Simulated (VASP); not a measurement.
In2S, 6 atoms in the cell. It takes space group P-3m1 (No. 164, trigonal). The conventional cell has a = 4.056 Å, b = 4.056 Å, c = 5.653 Å, α = 90.00°, β = 90.00°, γ = 120.00°. Within 3.8 Å of In (site symmetry 3m) lie 3 S at 2.87 Å and 3 In at 3.31 Å. Within 3.8 Å of S (site symmetry -3m) lie 6 In at 2.87 Å. 

| Quantity | Value |
| --- | --- |
| Program | VASP 6.6.1 |
| Task | single point |
| Functional | PBE |
| Potentials or basis | VASP PAW PBE potentials, release 64 (In_d, S) |
| Cutoff | 520 eV |
| k mesh | 6 × 6 × 2 |
| Occupations | gaussian, width 0.2 eV |
| Spin | no spin polarisation |
| Dipole correction | no |
| Further INCAR settings | ALGO = Normal; EDIFF = 1e-07; NBANDS = 41 |

Potentials or basis: VASP PAW PBE potentials, release 64 (In_d, S).

Command:

```bash
$ cat potpaw_PBE.64/In_d/POTCAR potpaw_PBE.64/S/POTCAR > POTCAR
$ mpirun -np 1 vasp_std > vasp.out
```

Hardware: 1 thread of AMD EPYC 9R45 96-Core Processor (Zen 5), with other jobs on the host.

**Question.** Estimate the wall time of this run.

**Answer.** Run time: 68 s on 1 thread of AMD EPYC 9R45 96-Core Processor (Zen 5), with other jobs on the host, peak memory 0.25 GiB. Counts: scf iterations 16, k points 14.
